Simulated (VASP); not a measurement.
Wanted: the native input for a VASP 6.6.1 run.

| Property | Result |
| --- | --- |
| Task | single point |
| Functional | PBE |
| Potentials or basis | VASP PAW PBE potentials, release 64 (Cu) |
| Cutoff | 520 eV |
| k mesh | 20 × 20 × 20 |
| Occupations | fermi-dirac, width 0.1 eV |
| Spin | no spin polarisation |
| Dipole correction | no |
| Further INCAR settings | ALGO = Normal; EDIFF = 1e-07; NBANDS = 12 |

The structure of Cu lies in POSCAR:

```
Cu
1.0
    0.0000000000      1.7479879867      1.7479879867
    1.7479879867      0.0000000000      1.7479879867
    1.7479879867      1.7479879867      0.0000000000
Cu
1
Direct
    0.0000000000      0.0000000000      0.0000000000
```

The input as run:

INCAR

```
SYSTEM = Cu
PREC = Accurate
ENCUT = 520
EDIFF = 1E-7
ISMEAR = -1
SIGMA = 0.1
LREAL = .FALSE.
LASPH = .TRUE.
NELM = 60
ALGO = Normal
ISIF = 2
LWAVE = .FALSE.
LCHARG = .TRUE.
GGA = PE
LELF = .TRUE.
LVHAR = .TRUE.
NBANDS = 12
```

KPOINTS

```
Automatic mesh
0
G
  20 20 20
  0 0 0
```

Potentials or basis: VASP PAW PBE potentials, release 64 (Cu).

Launch:

```console
$ cat potpaw_PBE.64/Cu/POTCAR > POTCAR
$ mpirun -np 1 vasp_std > vasp.out
```

Results of the run:

```json
{
 "Pressure": "21.6 GPa"
}
```

It took 47 s on 1 thread of Intel Xeon 8259CL, with other jobs on the host, peak memory 0.14 GiB.
